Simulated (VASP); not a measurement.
# Sc2TaO2 (Fmmm) in VASP: single point with PBE

Aim: the single point of Sc2TaO2 with PBE.

Everything below comes from runs of VASP 6.6.1. Logs are shortened: lines on timing, memory, paths and dates and some standing lists are left out, and cuts for length are marked.

### 1 The cell of the first run

Symmetry: Fmmm, No. 69, orthorhombic system. The conventional cell has a = 4.908 Å, b = 4.958 Å, c = 10.765 Å, α = 90.00°, β = 90.00°, γ = 90.00°. Within 2.8 Å of Sc (site symmetry 222) lie 4 O at 2.13 Å and 4 Sc at 2.45 to 2.48 Å. Ta (site symmetry mmm) has 10 O at 2.86 to 3.91 Å and 8 Sc at 3.21 Å and 4 Ta at 3.49 Å within 4.0 Å. O (site symmetry mm2) has 4 Sc at 2.13 Å and 4 Ta at 2.86 to 2.88 Å and 1 O at 2.95 Å within 3.0 Å.

The cell was built from a structure type or drawn by symmetry, and may not be a known phase.

### 2 Single point, PBE

INCAR reads:

```
ALGO = Normal
EDIFF = 1E-6
ENCUT = 520
GGA = PE
ISIF = 2
ISMEAR = 0
LASPH = T
LCHARG = F
LREAL = F
LWAVE = F
NBANDS = 30
NELM = 80
PREC = Accurate
SIGMA = 0.1
```

KPOINTS reads:

```
k-points
0
Gamma
  6 6 6
```

POSCAR reads:

```
Sc2TaO2
1.0
    0.0000000000      2.4792138200      5.3823571000
    2.4540852800      0.0000000000      5.3823571000
    2.4540852800      2.4792138200      0.0000000000
Sc Ta O
2 1 2
Direct
    0.7500000000      0.7500000000      0.7500000000
    0.2500000000      0.2500000000      0.2500000000
    0.0000000000      0.0000000000      0.0000000000
    0.3632000100      0.3632000100      0.6367999900
    0.6367999900      0.6367999900      0.3632000100
```

Potentials or basis: VASP PAW PBE potentials, release 64 (Sc_sv, Ta_pv, O).

Started as:

```sh
$ cat potpaw_PBE.64/Sc_sv/POTCAR potpaw_PBE.64/Ta_pv/POTCAR potpaw_PBE.64/O/POTCAR > POTCAR
$ mpirun -np 1 vasp_std > vasp.out
```

OUTCAR:

```text
EDIFF = 1E-6
   ENCUT = 520
   GGA = PE
   ISIF = 2
   ISMEAR = 0
   LASPH = T
   LREAL = F
   NELM = 80
   PREC = Accurate

 ion  position               nearest neighbor table
   1  0.750  0.750  0.750-   4 2.13   4 2.13   5 2.13   5 2.13   2 2.45   2 2.45   2 2.48   2 2.48
                             3 3.21   3 3.21   3 3.21   3 3.21
   2  0.250  0.250  0.250-   4 2.13   4 2.13   5 2.13   5 2.13   1 2.45   1 2.45   1 2.48   1 2.48
                             3 3.21   3 3.21   3 3.21   3 3.21
   3  0.000  0.000  0.000-   1 3.21   1 3.21   1 3.21   1 3.21   2 3.21   2 3.21   2 3.21   2 3.21

   4  0.363  0.363  0.637-   2 2.13   2 2.13   1 2.13   1 2.13
   5  0.637  0.637  0.363-   2 2.13   2 2.13   1 2.13   1 2.13

  LATTYP: Found a face centered orthorhombic cell.
 ALAT       =     4.9081705600
 B/A-ratio  =     1.0102394730
 C/A-ratio  =     2.1932233341

  Lattice vectors:

 A1 = (   0.0000000000,   2.4792138200,   5.3823571000)
 A2 = (   2.4540852800,   0.0000000000,   5.3823571000)
 A3 = (   2.4540852800,   2.4792138200,   0.0000000000)

Analysis of symmetry for initial positions (statically):
=====================================================================
 Subroutine PRICEL returns:
 Original cell was already a primitive cell.

 Routine SETGRP: Setting up the symmetry group for a
 face centered orthorhombic supercell.

 Subroutine GETGRP returns: Found  8 space group operations
 (whereof  8 operations were pure point group operations)
 out of a pool of  8 trial point group operations.

The static configuration has the point symmetry D_2h.

Analysis of symmetry for dynamics (positions and initial velocities):
=====================================================================
 Subroutine PRICEL returns:
 Original cell was already a primitive cell.

 Routine SETGRP: Setting up the symmetry group for a
 face centered orthorhombic supercell.

 Subroutine GETGRP returns: Found  8 space group operations
 (whereof  8 operations were pure point group operations)
 out of a pool of  8 trial point group operations.

The dynamic configuration has the point symmetry D_2h.

 Subroutine INISYM returns: Found  8 space group operations
 (whereof  8 operations are pure point group operations),
 and found     1 'primitive' translations

----------------------------------------------------------------------------------------

                                     Primitive cell

  volume of cell :      65.4947

  direct lattice vectors                    reciprocal lattice vectors
     0.000000000  2.479213820  5.382357100    -0.203741901  0.201676836  0.092896103
     2.454085280  0.000000000  5.382357100     0.203741901 -0.201676836  0.092896103
     2.454085280  2.479213820  0.000000000     0.203741901  0.201676836 -0.092896103

  length of vectors
     5.925898170  5.915429191  3.488414500     0.301353604  0.301353604  0.301353604

  position of ions in fractional coordinates (direct lattice)
     0.750000000  0.750000000  0.750000000
     0.250000000  0.250000000  0.250000000
     0.000000000  0.000000000  0.000000000
     0.363200010  0.363200010  0.636799990
     0.636799990  0.636799990  0.363200010

  ion indices of the primitive-cell ions
   primitive index   ion index
                 1           1
                 2           2
                 3           3
                 4           4
                 5           5

----------------------------------------------------------------------------------------

 KPOINTS: k-points

Automatic generation of k-mesh.
 Grid dimensions read from file:
 generate k-points for:    6    6    6

 Generating k-lattice:

  Cartesian coordinates                     Fractional coordinates (reciprocal lattice)
    -0.033956983  0.033612806  0.015482684     0.166666667  0.000000000  0.000000000
     0.033956983 -0.033612806  0.015482684    -0.000000000  0.166666667 -0.000000000
     0.033956983  0.033612806 -0.015482684     0.000000000  0.000000000  0.166666667

  Length of vectors
     0.050225601  0.050225601  0.050225601

  Shift w.r.t. Gamma in fractional coordinates (k-lattice)
     0.000000000  0.000000000  0.000000000

 Subroutine IBZKPT returns following result:
 ===========================================

 Found     46 irreducible k-points:

 Following reciprocal coordinates:
            Coordinates               Weight
  0.000000  0.000000  0.000000      1.000000
  0.166667 -0.000000 -0.000000      8.000000
  0.333333 -0.000000 -0.000000      8.000000
  0.500000 -0.000000 -0.000000      4.000000
  0.166667  0.166667  0.000000      2.000000
  0.333333  0.166667 -0.000000      8.000000
[... 16 lines left out ...]
 -0.166667  0.166667  0.166667      8.000000
  0.500000  0.333333  0.166667      4.000000
 [... further k-points ...]
   k-points           NKPTS =     46   k-points in BZ     NKDIM =     46   number of bands    NBANDS=     30
   number of dos      NEDOS =    301   number of ions     NIONS =      5
   total plane-waves  NPLWV =  64512
   dimension x,y,z NGX =    48 NGY =   48 NGZ =   28
   dimension x,y,z NGXF=    96 NGYF=   96 NGZF=   56
   ions per type =               2   1   2
   NGX,Y,Z   is equivalent  to a cutoff of  13.47, 13.49, 13.34 a.u.
   NGXF,Y,Z  is equivalent  to a cutoff of  26.93, 26.98, 26.69 a.u.
 SYSTEM =  unknown system
   PREC   = accura    normal or accurate (medium, high low for compatibility)
   ISTART =      0    job   : 0-new  1-cont  2-samecut
   ICHARG =      2    charge: 1-file 2-atom 10-const
   ISPIN  =      1    spin polarized calculation?
   LNONCOLLINEAR =      F non collinear calculations
   LSORBIT =      F    spin-orbit coupling
   LASPH  =      T    aspherical Exc in radial PAW
   ENCUT  =  520.0 eV  38.22 Ry    6.18 a.u.  11.02 11.00  6.49*2*pi/ulx,y,z
   NELM   =     80;   NELMIN=  2; NELMDL= -5     # of ELM steps
   EDIFF  = 0.1E-05   stopping-criterion for ELM
   LREAL  =      F    real-space projection
   EDIFFG = 0.1E-04   stopping-criterion for IOM
   NSW    =      0    number of steps for IOM
   IBRION =     -1    ionic relax: 0-MD 1-quasi-New 2-CG
   NFREE  =      0    steps in history (QN), initial steepest desc. (CG)
   ISIF   =      2    stress and relaxation
   ISYM   =      2    0-nonsym 1-usesym 2-fastsym
   POTIM  = 0.5000    time-step for ionic-motion
   TEBEG  =    0.0;   TEEND  =   0.0 temperature during run
   PSTRESS=    0.0 pullay stress
   NELECT =      45.0000    total number of electrons
   NUPDOWN=      -1.0000    fix difference up-down
   EMIN   =  10.00;   EMAX   =-10.00  energy-range for DOS
   EFERMI =   0.00;   METHOD = LEGACY
   ISMEAR =     0;   SIGMA  =   0.10  broadening in eV -4-tet -1-fermi 0-gaus
   EFERMI_NEDOS =   21; number of points for ismear=-14 and -15
   IALGO  =     38    algorithm
   IMIX   =      4    mixing-type and parameters
     AMIX     =   0.40;   BMIX     =  1.00
     AMIX_MAG =   1.60;   BMIX_MAG =  1.00
  volume/ion in A,a.u.               =      13.10        88.40
  Fermi-wavevector in a.u.,A,eV,Ry     =   1.444587  2.729873 28.393057  2.086831
  Thomas-Fermi vector in A             =   2.562865
   LORBIT       =      0    0 simple, 1 ext, 2 COOP (PROOUT), +10 PAW based schemes
   GGA     = PE    functional components
   LHFCALC =     F    Hartree Fock is set to
   AEXX    =    0.0000 exact exchange contribution
   IVDW    =     0    specifies the selected vdW correction
   LEPSILON=     F    determine dielectric tensor
   LRPA    =     F    only Hartree local field effects (RPA)
 non-spin polarized calculation
 Gauss-broadening in eV      SIGMA  =   0.10
  energy-cutoff  :      520.00
  volume of cell :       65.49
 maximum number of plane-waves:      1788
 NGX is ok and might be reduce to    48
   NGX = 23   NGY = 21   NGZ = 13

 number of electron      45.0000003 magnetization

 Free energy of the ion-electron system (eV)
  ---------------------------------------------------
  ext. energy  EPLUGINS =         0.00000000
  ---------------------------------------------------
  free energy    TOTEN  =       -36.61730335 eV

  energy without entropy =      -36.58800878  energy(sigma->0) =      -36.60265606

 E-fermi :   6.5730     XC(G=0): -11.8812

 val. band max:        6.5671027280   @ k =   0.5000   0.0000   0.5000
 cond. band min:       6.5815637054   @ k =  -0.3333   0.0000   0.1667
 fundamental gap:      0.0144609774
 Fermi energy:         6.5729523994

 k-point     1 :       0.0000    0.0000    0.0000
  band No.  band energies     occupation
      1     -42.7331      2.00000
      2     -41.8606      2.00000
      3     -29.1206      2.00000
      4     -29.0965      2.00000
      5     -28.9079      2.00000
      6     -22.1496      2.00000
[... 22 lines left out ...]
     29       9.8737      0.00000
     30      10.2767      0.00000

 k-point     2 :       0.1667   -0.0000   -0.0000
  band No.  band energies     occupation
      1     -42.6746      2.00000
      2     -41.9187      2.00000
      3     -29.1391      2.00000
      4     -29.1021      2.00000
      5     -28.9041      2.00000
      6     -22.0780      2.00000
[... 22 lines left out ...]
     29      10.1357      0.00000
     30      10.3614      0.00000

 k-point     3 :       0.3333   -0.0000   -0.0000
  band No.  band energies     occupation
      1     -42.5147      2.00000
      2     -42.0780      2.00000
      3     -29.1885      2.00000
      4     -29.1008      2.00000
      5     -28.8965      2.00000
      6     -21.8772      2.00000
[... 22 lines left out ...]
     29       9.9905      0.00000
     30      10.3219      0.00000

 k-point     4 :       0.5000   -0.0000   -0.0000
  band No.  band energies     occupation
      1     -42.2962      2.00000
      2     -42.2961      2.00000
      3     -29.2140      2.00000
      4     -29.0991      2.00000
      5     -28.8927      2.00000
      6     -21.4880      2.00000
[... 616 lines left out ...]
     29       9.4243      0.00000
     30       9.9628      0.00000

 k-point    23 :      -0.1667    0.1667    0.1667
  band No.  band energies     occupation
      1     -42.4737      2.00000
      2     -42.1117      2.00000
      3     -29.1866      2.00000
      4     -29.1255      2.00000
      5     -28.8942      2.00000
      6     -22.2999      2.00000
[... 22 lines left out ...]
     29       9.4707      0.00000
     30      10.1577      0.00000

 k-point    24 :       0.5000    0.3333    0.1667
  band No.  band energies     occupation
      1     -42.6273      2.00000
      2     -41.9627      2.00000
      3     -29.1435      2.00000
      4     -29.1217      2.00000
      5     -28.8975      2.00000
      6     -22.3335      2.00000
[... 22 lines left out ...]
     29      10.1821      0.00000
     30      10.2441      0.00000

 [... further k-points ...]
[... 5 lines left out ...]
  --------------------------------------------------------------------------------------
  -------------------------------------------------------------------------------------
  Total       10.6950262     10.9499366     -0.4430814      0.0000000      0.0000000      0.0000000
  in kB      261.6292507    267.8650483    -10.8389682      0.0000000      0.0000000      0.0000000
  external PRESSURE =     172.8851102 kB  Pullay stress =       0.0000000 kB

 VOLUME and BASIS-vectors are now :
 -----------------------------------------------------------------------------
  energy-cutoff  :      520.00
  volume of cell :       65.49
      direct lattice vectors                 reciprocal lattice vectors
     0.000000000  2.479213820  5.382357100    -0.203741901  0.201676836  0.092896103
     2.454085280  0.000000000  5.382357100     0.203741901 -0.201676836  0.092896103
     2.454085280  2.479213820  0.000000000     0.203741901  0.201676836 -0.092896103

 POSITION                                       TOTAL-FORCE (eV/Angst)
 -----------------------------------------------------------------------------------
      3.68113      3.71882      8.07354         0.000000      0.000000      0.000000
      1.22704      1.23961      2.69118        -0.000000     -0.000000      0.000000
      0.00000      0.00000      0.00000         0.000000      0.000000      0.000000
      2.45409      2.47921      3.90974         0.000000      0.000000      0.293455
      2.45409      2.47921      6.85497         0.000000      0.000000     -0.293455
 -----------------------------------------------------------------------------------
    total drift:                               -0.000000     -0.000000     -0.000000

  FREE ENERGIE OF THE ION-ELECTRON SYSTEM (eV)
  ---------------------------------------------------
  free  energy   TOTEN  =       -36.6173033522 eV

  energy  without entropy=      -36.5880087773  energy(sigma->0) =      -36.60265606
```

Wall time 4.3 min (1 thread of Intel Xeon 8259CL, shared host); peak memory 0.29 GiB.

What came out:

```
Free energy            : -36.6173 eV
Pressure               : 17.3 GPa
Largest force          : 0.293 eV/Å
Band gap on the k mesh : zero (an odd number of electrons rules out a gap without spin polarisation)
```

Forces on the atoms (eV/Å):
```
Sc   0.000  0.000  0.000
Sc   0.000  0.000  0.000
Ta   0.000  0.000  0.000
O    0.000  0.000  0.293
O    0.000  0.000 -0.293
```

Stress tensor (GPa, compression positive):
```
26.16  0.00  0.00
 0.00 26.79  0.00
 0.00  0.00 -1.08
```

Caveat: the cell stands under pressure; spin-orbit coupling is left out, which moves the levels of the heavy elements; an odd number of electrons without spin polarisation forces a metal; a magnetic or distorted state may lie lower.
